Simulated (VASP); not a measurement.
# Ir (P6_3/mmc) in VASP: single point with PBE

Aim: the single point of Ir with PBE.

Program: VASP 6.6.1. These are calculated values, not measurements. Logs are shortened: lines on timing, memory, paths and dates and some standing lists are left out, and cuts for length are marked.

## (1) The cell of the first run

The structure is hexagonal, space group P6_3/mmc (No. 194). Conventional cell: a = 2.450 Å, b = 2.450 Å, c = 3.991 Å, α = 90.00°, β = 90.00°, γ = 120.00°. Within 3.2 Å of Ir (site symmetry -6m2) lie 12 Ir at 2.45 Å.

This isn't the form of Ir at room conditions, which is fcc.

## (2) Single point, PBE

Contents of INCAR:

```
SYSTEM = Ir
PREC = Accurate ; ENCUT = 560
EDIFF = 1E-6 ; ISMEAR = -1
SIGMA = 0.05 ; LREAL = .False.
LASPH = .True. ; NELM = 120
ALGO = Normal ; ISIF = 2
LWAVE = .False. ; LCHARG = .True.
GGA = PE ; LELF = .True.
LVHAR = .True. ; NBANDS = 24
GGA_COMPAT = .False.
```

Contents of KPOINTS:

```
regular mesh
0
Gamma
  18 18 10
  0 0 0
```

Contents of POSCAR:

```
Ir
1.0
    2.4497792463      0.0000000000      0.0000000000
   -1.2248896232      2.1215710610      0.0000000000
    0.0000000000      0.0000000000      3.9914679175
Ir
2
Direct
    0.3333333333      0.6666666667      0.2500000000
    0.6666666667      0.3333333333      0.7500000000
```

Potentials or basis: VASP PAW PBE potentials, release 64 (Ir_sv_GW).

Started as:

```console
$ cat potpaw_PBE.64/Ir_sv_GW/POTCAR > POTCAR
$ mpirun -np 1 vasp_std > vasp.out
```

OUTCAR:

```text
SYSTEM = Ir
   PREC = Accurate
   ENCUT = 560
   EDIFF = 1E-6
   ISMEAR = -1
   LREAL = .False.
   LASPH = .True.
   NELM = 120
   ISIF = 2
   GGA = PE

 ion  position               nearest neighbor table
   1  0.333  0.667  0.250-   2 2.45   2 2.45   2 2.45   2 2.45   2 2.45   2 2.45
   2  0.667  0.333  0.750-   1 2.45   1 2.45   1 2.45   1 2.45   1 2.45   1 2.45

  LATTYP: Found a hexagonal cell.
 ALAT       =     2.4497792463
 C/A-ratio  =     1.6293173859

  Lattice vectors:

 A1 = (   2.4497792463,   0.0000000000,   0.0000000000)
 A2 = (  -1.2248896232,   2.1215710610,   0.0000000000)
 A3 = (   0.0000000000,   0.0000000000,   3.9914679175)

Analysis of symmetry for initial positions (statically):
=====================================================================
 Subroutine PRICEL returns:
 Original cell was already a primitive cell.

 Routine SETGRP: Setting up the symmetry group for a
 hexagonal supercell.

 Subroutine GETGRP returns: Found 24 space group operations
 (whereof 12 operations were pure point group operations)
 out of a pool of 24 trial point group operations.

The static configuration has the point symmetry D_3d.
 The point group associated with its full space group is D_6h.

Analysis of symmetry for dynamics (positions and initial velocities):
=====================================================================
 Subroutine PRICEL returns:
 Original cell was already a primitive cell.

 Routine SETGRP: Setting up the symmetry group for a
 hexagonal supercell.

 Subroutine GETGRP returns: Found 24 space group operations
 (whereof 12 operations were pure point group operations)
 out of a pool of 24 trial point group operations.

The dynamic configuration has the point symmetry D_3d.
 The point group associated with its full space group is D_6h.

 Subroutine INISYM returns: Found 24 space group operations
 (whereof 12 operations are pure point group operations),
 and found     1 'primitive' translations

----------------------------------------------------------------------------------------

                                     Primitive cell

  volume of cell :      20.7452

  direct lattice vectors                    reciprocal lattice vectors
     2.449779246  0.000000000  0.000000000     0.408200046  0.235674406  0.000000000
    -1.224889623  2.121571061  0.000000000     0.000000000  0.471348812  0.000000000
     0.000000000  0.000000000  3.991467918     0.000000000  0.000000000  0.250534395

  length of vectors
     2.449779246  2.449779246  3.991467918     0.471348812  0.471348812  0.250534395

  position of ions in fractional coordinates (direct lattice)
     0.333333333  0.666666667  0.250000000
     0.666666667  0.333333333  0.750000000

  ion indices of the primitive-cell ions
   primitive index   ion index
                 1           1
                 2           2

----------------------------------------------------------------------------------------

 KPOINTS: regular mesh

Automatic generation of k-mesh.
 Grid dimensions read from file:
 generate k-points for:   18   18   10

 Generating k-lattice:

  Cartesian coordinates                     Fractional coordinates (reciprocal lattice)
     0.022677780  0.013093023  0.000000000     0.055555556  0.000000000  0.000000000
     0.000000000  0.026186045  0.000000000     0.000000000  0.055555556  0.000000000
     0.000000000  0.000000000  0.025053440     0.000000000  0.000000000  0.100000000

  Length of vectors
     0.026186045  0.026186045  0.025053440

  Shift w.r.t. Gamma in fractional coordinates (k-lattice)
     0.000000000  0.000000000  0.000000000

 Subroutine IBZKPT returns following result:
 ===========================================

 Found    222 irreducible k-points:

 Following reciprocal coordinates:
            Coordinates               Weight
  0.000000  0.000000  0.000000      1.000000
  0.055556  0.000000  0.000000      6.000000
  0.111111  0.000000  0.000000      6.000000
  0.166667  0.000000  0.000000      6.000000
  0.222222  0.000000  0.000000      6.000000
  0.277778  0.000000  0.000000      6.000000
[... 16 lines left out ...]
  0.333333  0.111111  0.000000     12.000000
  0.388889  0.111111  0.000000     12.000000
 [... further k-points ...]
   k-points           NKPTS =    222   k-points in BZ     NKDIM =    222   number of bands    NBANDS=     24
   number of dos      NEDOS =    301   number of ions     NIONS =      2
   total plane-waves  NPLWV =  12800
   dimension x,y,z NGX =    20 NGY =   20 NGZ =   32
   dimension x,y,z NGXF=    40 NGYF=   40 NGZF=   64
   ions per type =               2
   NGX,Y,Z   is equivalent  to a cutoff of  13.57, 13.57, 13.33 a.u.
   NGXF,Y,Z  is equivalent  to a cutoff of  27.14, 27.14, 26.66 a.u.
 SYSTEM =  Ir
   PREC   = accura    normal or accurate (medium, high low for compatibility)
   ISTART =      0    job   : 0-new  1-cont  2-samecut
   ICHARG =      2    charge: 1-file 2-atom 10-const
   ISPIN  =      1    spin polarized calculation?
   LNONCOLLINEAR =      F non collinear calculations
   LSORBIT =      F    spin-orbit coupling
   LASPH  =      T    aspherical Exc in radial PAW
   ENCUT  =  560.0 eV  41.16 Ry    6.42 a.u.   4.73  4.73  7.70*2*pi/ulx,y,z
   NELM   =    120;   NELMIN=  2; NELMDL= -5     # of ELM steps
   EDIFF  = 0.1E-05   stopping-criterion for ELM
   LREAL  =      F    real-space projection
[... 7 lines left out ...]
   TEBEG  =    0.0;   TEEND  =   0.0 temperature during run
   PSTRESS=    0.0 pullay stress
   NELECT =      34.0000    total number of electrons
   NUPDOWN=      -1.0000    fix difference up-down
   EMIN   =  10.00;   EMAX   =-10.00  energy-range for DOS
   EFERMI =   0.00;   METHOD = LEGACY
   ISMEAR =    -1;   SIGMA  =   0.05  broadening in eV -4-tet -1-fermi 0-gaus
   EFERMI_NEDOS =   21; number of points for ismear=-14 and -15
   IALGO  =     38    algorithm
   IMIX   =      4    mixing-type and parameters
     AMIX     =   0.40;   BMIX     =  1.00
     AMIX_MAG =   1.60;   BMIX_MAG =  1.00
  volume/ion in A,a.u.               =      10.37        70.00
  Fermi-wavevector in a.u.,A,eV,Ry     =   1.930169  3.647491 50.689235  3.725554
  Thomas-Fermi vector in A             =   2.962454
   LORBIT       =      0    0 simple, 1 ext, 2 COOP (PROOUT), +10 PAW based schemes
   GGA     = PE    functional components
   LHFCALC =     F    Hartree Fock is set to
   AEXX    =    0.0000 exact exchange contribution
   IVDW    =     0    specifies the selected vdW correction
   LEPSILON=     F    determine dielectric tensor
   LRPA    =     F    only Hartree local field effects (RPA)
 non-spin polarized calculation
  energy-cutoff  :      560.00
  volume of cell :       20.75
 maximum number of plane-waves:       646
 NGX is ok and might be reduce to    20
   NGX =  9   NGY =  9   NGZ = 15

 number of electron      34.0000000 magnetization

 Free energy of the ion-electron system (eV)
  ---------------------------------------------------
  ext. energy  EPLUGINS =         0.00000000
  ---------------------------------------------------
  free energy    TOTEN  =       -13.62269011 eV

  energy without entropy =      -13.61200055  energy(sigma->0) =      -13.61734533

 E-fermi :  20.0958     XC(G=0): -16.6522

 val. band max:       20.0704307159   @ k =   0.2778   0.0000   0.4000
 cond. band min:      20.1027340950   @ k =   0.2222   0.1111   0.5000
 fundamental gap:      0.0323033792
 Fermi energy:        20.0958193087

 k-point     1 :       0.0000    0.0000    0.0000
  band No.  band energies     occupation
      1     -74.2887      2.00000
      2     -74.0142      2.00000
      3     -32.4128      2.00000
      4     -30.4389      2.00000
      5     -30.4389      2.00000
      6     -30.1436      2.00000
[... 16 lines left out ...]
     23      34.7386      0.00000
     24      37.1983      0.00000

 k-point     2 :       0.0556    0.0000    0.0000
  band No.  band energies     occupation
      1     -74.2813      2.00000
      2     -74.0111      2.00000
      3     -32.3918      2.00000
      4     -30.4941      2.00000
      5     -30.4562      2.00000
      6     -30.1925      2.00000
[... 16 lines left out ...]
     23      34.9887      0.00000
     24      37.4359      0.00000

 k-point     3 :       0.1111    0.0000    0.0000
  band No.  band energies     occupation
      1     -74.2609      2.00000
      2     -74.0020      2.00000
      3     -32.3290      2.00000
      4     -30.6517      2.00000
      5     -30.5056      2.00000
      6     -30.3537      2.00000
[... 16 lines left out ...]
     23      35.6491      0.00000
     24      38.1978      0.00000

 k-point     4 :       0.1667    0.0000    0.0000
  band No.  band energies     occupation
      1     -74.2286      2.00000
      2     -73.9873      2.00000
      3     -32.2272      2.00000
      4     -30.8906      2.00000
      5     -30.5934      2.00000
      6     -30.5780      2.00000
[... 16 lines left out ...]
     23      36.2038      0.00000
     24      38.7817      0.00000

 k-point     5 :       0.2222    0.0000    0.0000
  band No.  band energies     occupation
      1     -74.1877      2.00000
      2     -73.9698      2.00000
      3     -32.0931      2.00000
      4     -31.1799      2.00000
      5     -30.8768      2.00000
      6     -30.6636      2.00000
[... 16 lines left out ...]
     23      36.7700      0.00000
     24      39.3757      0.00000

 k-point     6 :       0.2778    0.0000    0.0000
  band No.  band energies     occupation
      1     -74.1427      2.00000
      2     -73.9532      2.00000
      3     -31.9362      2.00000
      4     -31.4833      2.00000
      5     -31.1680      2.00000
      6     -30.7521      2.00000
[... 16 lines left out ...]
     23      35.6783      0.00000
     24      38.1961      0.00000
[... 379 lines left out ...]
 k-point    21 :       0.2222    0.1111    0.0000
  band No.  band energies     occupation
      1     -74.1284      2.00000
      2     -73.9490      2.00000
      3     -31.8854      2.00000
      4     -31.4754      2.00000
      5     -31.2839      2.00000
      6     -30.7714      2.00000
[... 16 lines left out ...]
     23      35.3939      0.00000
     24      36.6484      0.00000

 k-point    22 :       0.2778    0.1111    0.0000
  band No.  band energies     occupation
      1     -74.0857      2.00000
      2     -73.9373      2.00000
      3     -31.7352      2.00000
      4     -31.7203      2.00000
      5     -31.4771      2.00000
      6     -30.8927      2.00000
[... 16 lines left out ...]
     23      34.4080      0.00000
     24      34.8003      0.00000

 k-point    23 :       0.3333    0.1111    0.0000
  band No.  band energies     occupation
      1     -74.0475      2.00000
      2     -73.9307      2.00000
      3     -31.9442      2.00000
      4     -31.6314      2.00000
      5     -31.5592      2.00000
      6     -30.9898      2.00000
[... 16 lines left out ...]
     23      33.0393      0.00000
     24      33.7683      0.00000

 k-point    24 :       0.3889    0.1111    0.0000
  band No.  band energies     occupation
      1     -74.0195      2.00000
      2     -73.9294      2.00000
      3     -32.0793      2.00000
      4     -31.7310      2.00000
      5     -31.4285      2.00000
      6     -31.0522      2.00000
[... 16 lines left out ...]
     23      33.3652      0.00000
     24      33.9365      0.00000

 [... further k-points ...]
[... 5 lines left out ...]
  --------------------------------------------------------------------------------------
  -------------------------------------------------------------------------------------
  Total       34.6501534     34.6501534     34.6183324     -0.0000000      0.0000000      0.0000000
  in kB     2676.0767677   2676.0767678   2673.6191895     -0.0000001      0.0000000      0.0000000
  external PRESSURE =    2675.2575750 kB  Pullay stress =       0.0000000 kB

 VOLUME and BASIS-vectors are now :
 -----------------------------------------------------------------------------
  energy-cutoff  :      560.00
  volume of cell :       20.75
      direct lattice vectors                 reciprocal lattice vectors
     2.449779246  0.000000000  0.000000000     0.408200046  0.235674406  0.000000000
    -1.224889623  2.121571061  0.000000000     0.000000000  0.471348812  0.000000000
     0.000000000  0.000000000  3.991467918     0.000000000  0.000000000  0.250534395

 POSITION                                       TOTAL-FORCE (eV/Angst)
 -----------------------------------------------------------------------------------
     -0.00000      1.41438      0.99787        -0.000000      0.000000      0.000000
      1.22489      0.70719      2.99360         0.000000     -0.000000      0.000000
 -----------------------------------------------------------------------------------
    total drift:                               -0.000000      0.000000     -0.000000

  FREE ENERGIE OF THE ION-ELECTRON SYSTEM (eV)
  ---------------------------------------------------
  free  energy   TOTEN  =       -13.6226901078 eV

  energy  without entropy=      -13.6120005519  energy(sigma->0) =      -13.61734533
```

Wall time 75 s (1 thread of AMD EPYC 9R14 (Zen 4), shared host); peak memory 0.19 GiB.

What came out:

```yaml
Free_energy: -13.6227 eV
Pressure: 267.5 GPa
Band_gap_on_the_k_mesh: zero (bands 17 and 18 overlap by 5.59 eV)
```

Caveat: the cell stands under pressure; spin-orbit coupling is left out, which moves the levels of the heavy elements.

The gap in the log of VASP goes by the Fermi energy; the results here count the filled bands.